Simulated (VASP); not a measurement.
# AlGa7As8 (P1) in VASP: single point with PBEsol

Aim: the single point of AlGa7As8 with PBEsol.

Everything below comes from runs of VASP 6.6.1. Logs are shortened: lines on timing, memory, paths and dates and some standing lists are left out, and cuts for length are marked.

## (1) The cell of the first run

The typed cell holds 64 atoms: a = 11.323 Å, b = 11.323 Å, c = 11.323 Å, α = 90.00°, β = 90.00°, γ = 90.00°.

## (2) Single point, PBEsol

File INCAR:

```
  PREC = Accurate
  ENCUT = 500
  EDIFF = 1E-6
  ISMEAR = -1
  SIGMA = 0.05
  LREAL = Auto
  LASPH = T
  NELM = 120
  ALGO = Normal
  ISIF = 2
  LWAVE = F
  LCHARG = T
  GGA = PS
  LELF = T
  LVHAR = T
  NBANDS = 306
  ISYM = -1
  GGA_COMPAT = F
```

File KPOINTS:

```
explicit points
1
Reciprocal
  0.25000000   0.25000000   0.25000000 1
```

File POSCAR:

```
AlGa7As8
1.0
   11.3232053519      0.0000000000      0.0000000000
    0.0000000000     11.3232053519      0.0000000000
    0.0000000000      0.0000000000     11.3232053519
Ga Al As
28 4 32
Direct
    0.0003090000      0.0001850000      0.0000920000
    0.0000450000      0.0003420000      0.4998170000
    0.0004620000      0.5001160000      0.0000220000
    0.0002290000      0.5000400000      0.5004800000
    0.5006310000      0.0001910000      0.0000100000
    0.5003310000      0.4996640000      0.0002510000
    0.5008600000      0.4997800000      0.4998900000
    0.2505640000      0.2500780000      0.9998620000
    0.2502790000      0.2505530000      0.5000260000
    0.2501940000      0.7500050000      0.0005570000
    0.7504250000      0.2502620000      0.0000580000
    0.7501680000      0.2499650000      0.5001400000
    0.7504370000      0.7503520000      0.0000230000
    0.7508750000      0.7499810000      0.4997370000
    0.2502900000      0.0005190000      0.2496740000
    0.2508240000      0.5000680000      0.2499480000
    0.2502230000      0.4999030000      0.7504690000
    0.7507590000      0.0003010000      0.2496070000
    0.7505040000      0.0004380000      0.7501990000
    0.7504940000      0.5001400000      0.2500780000
    0.7505140000      0.4999390000      0.7499590000
    0.0006470000      0.2502650000      0.2502500000
    0.0000960000      0.2503250000      0.7499240000
    0.0004800000      0.7504960000      0.2499020000
    0.9999810000      0.7499670000      0.7505250000
    0.5003420000      0.2500610000      0.2499250000
    0.5004620000      0.2500370000      0.7502690000
    0.5009140000      0.7498980000      0.2496490000
    0.5003080000      0.9995450000      0.4992950000
    0.2501070000      0.7495820000      0.4997500000
    0.2500140000      0.9999440000      0.7494640000
    0.5001820000      0.7495100000      0.7499610000
    0.1253440000      0.1252580000      0.1247990000
    0.1249920000      0.1255750000      0.6247860000
    0.1253380000      0.6249770000      0.1252570000
    0.1251040000      0.6249330000      0.6255350000
    0.6252850000      0.1250060000      0.1248660000
    0.6250280000      0.1248320000      0.6247190000
    0.6255400000      0.6248410000      0.1246860000
    0.6258860000      0.6249790000      0.6247620000
    0.3752740000      0.3747340000      0.1249780000
    0.3754680000      0.3752310000      0.6251710000
    0.3755220000      0.8750980000      0.1250330000
    0.3753960000      0.8747380000      0.6248590000
    0.8755340000      0.3750580000      0.1251300000
    0.8750300000      0.3748630000      0.6248400000
    0.8754770000      0.8750490000      0.1247480000
    0.8753650000      0.8751370000      0.6250090000
    0.3751620000      0.1254240000      0.3749690000
    0.3751140000      0.1247840000      0.8748500000
    0.3759740000      0.6248840000      0.3748030000
    0.3752190000      0.6248190000      0.8756840000
    0.8752460000      0.1252670000      0.3749170000
    0.8753900000      0.1251820000      0.8749690000
    0.8757250000      0.6250510000      0.3748740000
    0.8751410000      0.6249250000      0.8751170000
    0.1254350000      0.3755510000      0.3751260000
    0.1251980000      0.3748230000      0.8750170000
    0.1253670000      0.8755050000      0.3748730000
    0.1253000000      0.8750720000      0.8753430000
    0.6254290000      0.3748080000      0.3747970000
    0.6252680000      0.3750330000      0.8748520000
    0.6261330000      0.8749500000      0.3744430000
    0.6253610000      0.8749510000      0.8747800000
```

Potentials or basis: VASP PAW PBE potentials, release 64 (Ga_d, Al, As).

Launch:

```sh
> cat potpaw_PBE.64/Ga_d/POTCAR potpaw_PBE.64/Al/POTCAR potpaw_PBE.64/As/POTCAR > POTCAR
> mpirun -np 1 vasp_std > vasp.out
```

OUTCAR:

```text
PREC = Accurate
   ENCUT = 500
   EDIFF = 1E-6
   ISMEAR = -1
   LREAL = Auto
   LASPH = T
   NELM = 120
   ISIF = 2
   GGA = PS
   ISYM = -1

 ion  position               nearest neighbor table
   1  0.000  0.000  0.000-  47 2.45  33 2.45  60 2.45  54 2.45
   2  0.000  0.000  0.500-  53 2.45  48 2.45  59 2.45  34 2.45
   3  0.000  0.500  0.000-  35 2.45  58 2.45  56 2.45  45 2.45
   4  0.000  0.500  0.500-  46 2.45  36 2.45  57 2.45  55 2.45
   5  0.501  0.000  0.000-  37 2.45  64 2.45  43 2.45  50 2.45
   6  0.500  0.500  0.000-  41 2.45  39 2.45  52 2.45  62 2.45
[... 56 lines left out ...]
  63  0.626  0.875  0.374-  18 2.45  14 2.45  28 2.45  29 2.45
  64  0.625  0.875  0.875-  13 2.45   5 2.45  19 2.45  32 2.45

IMPORTANT INFORMATION: All symmetrisations will be switched off!
NOSYMM: (Re-)initialisation of all symmetry stuff for point group C_1.

----------------------------------------------------------------------------------------

                                     Primitive cell

  volume of cell :    1451.8045

  direct lattice vectors                    reciprocal lattice vectors
    11.323205352  0.000000000  0.000000000     0.088314216  0.000000000  0.000000000
     0.000000000 11.323205352  0.000000000     0.000000000  0.088314216  0.000000000
     0.000000000  0.000000000 11.323205352     0.000000000  0.000000000  0.088314216

  length of vectors
    11.323205352 11.323205352 11.323205352     0.088314216  0.088314216  0.088314216

  position of ions in fractional coordinates (direct lattice)
     0.000309000  0.000185000  0.000092000
     0.000045000  0.000342000  0.499817000
     0.000462000  0.500116000  0.000022000
     0.000229000  0.500040000  0.500480000
     0.500631000  0.000191000  0.000010000
     0.500331000  0.499664000  0.000251000
[... 56 lines left out ...]
     0.626133000  0.874950000  0.374443000
     0.625361000  0.874951000  0.874780000

  ion indices of the primitive-cell ions
   primitive index   ion index
                 1           1
                 2           2
                 3           3
                 4           4
                 5           5
                 6           6
[... 56 lines left out ...]
                63          63
                64          64

----------------------------------------------------------------------------------------

 KPOINTS: explicit points

Read explicit list of k-points.

 Found      1 k-points:

 Following reciprocal coordinates:
            Coordinates               Weight
  0.250000  0.250000  0.250000      1.000000
   k-points           NKPTS =      1   k-points in BZ     NKDIM =      1   number of bands    NBANDS=    306
   number of dos      NEDOS =    301   number of ions     NIONS =     64
   total plane-waves  NPLWV = 592704
   dimension x,y,z NGX =    84 NGY =   84 NGZ =   84
   dimension x,y,z NGXF=   168 NGYF=  168 NGZF=  168
   ions per type =              28   4  32
   NGX,Y,Z   is equivalent  to a cutoff of  12.33, 12.33, 12.33 a.u.
   NGXF,Y,Z  is equivalent  to a cutoff of  24.67, 24.67, 24.67 a.u.
 SYSTEM =  unknown system
   PREC   = accura    normal or accurate (medium, high low for compatibility)
   ISTART =      0    job   : 0-new  1-cont  2-samecut
   ICHARG =      2    charge: 1-file 2-atom 10-const
   ISPIN  =      1    spin polarized calculation?
   LNONCOLLINEAR =      F non collinear calculations
   LSORBIT =      F    spin-orbit coupling
   LASPH  =      T    aspherical Exc in radial PAW
   ENCUT  =  500.0 eV  36.75 Ry    6.06 a.u.  20.64 20.64 20.64*2*pi/ulx,y,z
   NELM   =    120;   NELMIN=  2; NELMDL= -5     # of ELM steps
   EDIFF  = 0.1E-05   stopping-criterion for ELM
   LREAL  =      T    real-space projection
   EDIFFG = 0.1E-04   stopping-criterion for IOM
   NSW    =      0    number of steps for IOM
   IBRION =     -1    ionic relax: 0-MD 1-quasi-New 2-CG
   NFREE  =      0    steps in history (QN), initial steepest desc. (CG)
   ISIF   =      2    stress and relaxation
   ISYM   =     -1    0-nonsym 1-usesym 2-fastsym
   POTIM  = 0.5000    time-step for ionic-motion
   TEBEG  =    0.0;   TEEND  =   0.0 temperature during run
   PSTRESS=    0.0 pullay stress
   NELECT =     536.0000    total number of electrons
   NUPDOWN=      -1.0000    fix difference up-down
   EMIN   =  10.00;   EMAX   =-10.00  energy-range for DOS
   EFERMI =   0.00;   METHOD = LEGACY
   ISMEAR =    -1;   SIGMA  =   0.05  broadening in eV -4-tet -1-fermi 0-gaus
   EFERMI_NEDOS =   21; number of points for ismear=-14 and -15
   IALGO  =     38    algorithm
   IMIX   =      4    mixing-type and parameters
     AMIX     =   0.40;   BMIX     =  1.00
     AMIX_MAG =   1.60;   BMIX_MAG =  1.00
  volume/ion in A,a.u.               =      22.68       153.08
  Fermi-wavevector in a.u.,A,eV,Ry     =   1.174430  2.219350 18.766315  1.379285
  Thomas-Fermi vector in A             =   2.310827
   LORBIT       =      0    0 simple, 1 ext, 2 COOP (PROOUT), +10 PAW based schemes
   GGA     = PS    functional components
   LHFCALC =     F    Hartree Fock is set to
   AEXX    =    0.0000 exact exchange contribution
   IVDW    =     0    specifies the selected vdW correction
   LEPSILON=     F    determine dielectric tensor
   LRPA    =     F    only Hartree local field effects (RPA)
 non-spin polarized calculation
  energy-cutoff  :      500.00
  volume of cell :     1451.80
 maximum number of plane-waves:     36903
 NGX is ok and might be reduce to    84
   NGX = 41   NGY = 41   NGZ = 41

 number of electron     536.0000507 magnetization

 Free energy of the ion-electron system (eV)
  ---------------------------------------------------
  ext. energy  EPLUGINS =         0.00000000
  ---------------------------------------------------
  free energy    TOTEN  =      -294.68170165 eV

  energy without entropy =     -294.68169700  energy(sigma->0) =     -294.68169933

 E-fermi :   4.2516     XC(G=0):  -9.6836

 val. band max:        3.5492720850   @ k =   0.2500   0.2500   0.2500
 cond. band min:       4.9195508086   @ k =   0.2500   0.2500   0.2500
 fundamental gap:      1.3702787237
 Fermi energy:         4.2516188834

 k-point     1 :       0.2500    0.2500    0.2500
  band No.  band energies     occupation
      1     -11.0488      2.00000
      2     -11.0466      2.00000
      3     -11.0465      2.00000
      4     -11.0390      2.00000
      5     -11.0387      2.00000
      6     -11.0373      2.00000
[... 272 lines left out ...]
    279       5.9084      0.00000
    280       6.0772      0.00000
 [bands above 280 left out]

------------------------ aborting loop because EDIFF is reached ----------------------------------------

  FORCE on cell =-STRESS in cart. coord.  units (eV):
  Direction    XX          YY          ZZ          XY          YZ          ZX
  --------------------------------------------------------------------------------------
  -------------------------------------------------------------------------------------
  Total        1.4920395      1.5577132      1.5562413     -7.0164591     -7.0143996     -7.0056518
  in kB        1.6465797      1.7190556      1.7174312     -7.7431991     -7.7409264     -7.7312725
  external PRESSURE =       1.6943555 kB  Pullay stress =       0.0000000 kB

 VOLUME and BASIS-vectors are now :
 -----------------------------------------------------------------------------
  energy-cutoff  :      500.00
  volume of cell :     1451.80
      direct lattice vectors                 reciprocal lattice vectors
    11.323205352  0.000000000  0.000000000     0.088314216  0.000000000  0.000000000
     0.000000000 11.323205352  0.000000000     0.000000000  0.088314216  0.000000000
     0.000000000  0.000000000 11.323205352     0.000000000  0.000000000  0.088314216

 POSITION                                       TOTAL-FORCE (eV/Angst)
 -----------------------------------------------------------------------------------
      0.00350      0.00209      0.00104         0.002620      0.004616     -0.002649
      0.00051      0.00387      5.65953         0.000481      0.005391      0.000502
      0.00523      5.66292      0.00025        -0.002406      0.000542      0.005225
      0.00259      5.66206      5.66704        -0.005242      0.000277     -0.002213
      5.66875      0.00216      0.00011        -0.003366      0.001136      0.003453
      5.66535      5.65780      0.00284         0.000845      0.005833      0.000439
[... 56 lines left out ...]
      7.08983      9.90724      4.23989         0.003580     -0.009564     -0.001277
      7.08109      9.90725      9.90531         0.001565     -0.005155     -0.003602
 -----------------------------------------------------------------------------------
    total drift:                                0.188534      0.000119     -0.040281

  FREE ENERGIE OF THE ION-ELECTRON SYSTEM (eV)
  ---------------------------------------------------
  free  energy   TOTEN  =      -294.6817016503 eV

  energy  without entropy=     -294.6816970040  energy(sigma->0) =     -294.68169933
```

It took 15 min on 1 thread of Intel Xeon Platinum 8375C at 2.90GHz (Ice Lake), shared host; peak memory 1.2 GiB.

Results:

```yaml
Free_energy: -294.6817 eV
Pressure: 0.2 GPa
Largest_force: 0.024 eV/Å
Band_gap_on_the_k_mesh: 1.37 eV
```

Forces on the atoms (eV/Å):
```
Ga   0.003  0.005 -0.003
Ga   0.000  0.005  0.001
Ga  -0.002  0.001  0.005
Ga  -0.005  0.000 -0.002
Ga  -0.003  0.001  0.003
Ga   0.001  0.006  0.000
Ga  -0.002 -0.002  0.002
Ga  -0.003  0.000  0.008
Ga  -0.002  0.004  0.003
Ga   0.000  0.005 -0.008
Ga  -0.004 -0.001  0.002
Ga   0.001  0.001  0.004
Ga  -0.004 -0.002  0.001
Ga  -0.001  0.003  0.003
Ga   0.001 -0.003  0.001
Ga  -0.003 -0.003  0.000
Ga  -0.002 -0.002  0.002
Ga   0.001 -0.003  0.001
Ga   0.000  0.002 -0.004
Ga  -0.002  0.001  0.002
Ga  -0.006  0.002  0.002
Ga   0.001 -0.002  0.001
Ga  -0.002 -0.001  0.003
Ga  -0.007 -0.001  0.005
Ga   0.005  0.009 -0.003
Ga  -0.002 -0.003  0.001
Ga   0.001  0.005 -0.003
Ga  -0.001  0.000 -0.002
Al  -0.007  0.001  0.012
Al  -0.012 -0.004 -0.012
Al  -0.004 -0.008  0.008
Al   0.001  0.005 -0.001
As  -0.004  0.005 -0.007
As  -0.004  0.014 -0.013
As   0.005 -0.003  0.009
As  -0.006 -0.006  0.018
As   0.008  0.006 -0.005
As   0.000 -0.010 -0.004
As   0.003 -0.001 -0.005
As   0.008 -0.011 -0.004
As   0.002 -0.002 -0.004
As   0.004 -0.002  0.001
As   0.004  0.003  0.003
As   0.012  0.009  0.002
As   0.001  0.003 -0.004
As   0.001 -0.003 -0.008
As  -0.003  0.000  0.001
As   0.006  0.002  0.008
As  -0.002  0.020 -0.013
As   0.005 -0.006 -0.008
As   0.005 -0.004 -0.004
As  -0.009 -0.008  0.011
As   0.000  0.003 -0.007
As   0.001 -0.002 -0.001
As   0.008  0.000  0.001
As  -0.002 -0.007  0.008
As   0.002  0.002 -0.003
As   0.007 -0.006  0.001
As  -0.006  0.011 -0.009
As  -0.006 -0.013  0.016
As   0.008 -0.003 -0.004
As   0.007  0.000 -0.005
As   0.004 -0.010 -0.001
As   0.002 -0.005 -0.004
```

Stress tensor (GPa, compression positive):
```
 0.16 -0.77 -0.77
-0.77  0.17 -0.77
-0.77 -0.77  0.17
```

Caveat: the PAW data sets were made with another functional, which shifts forces and pressure a little; a shifted mesh leaves out Γ, where band edges can lie. A k mesh can miss the band edges.
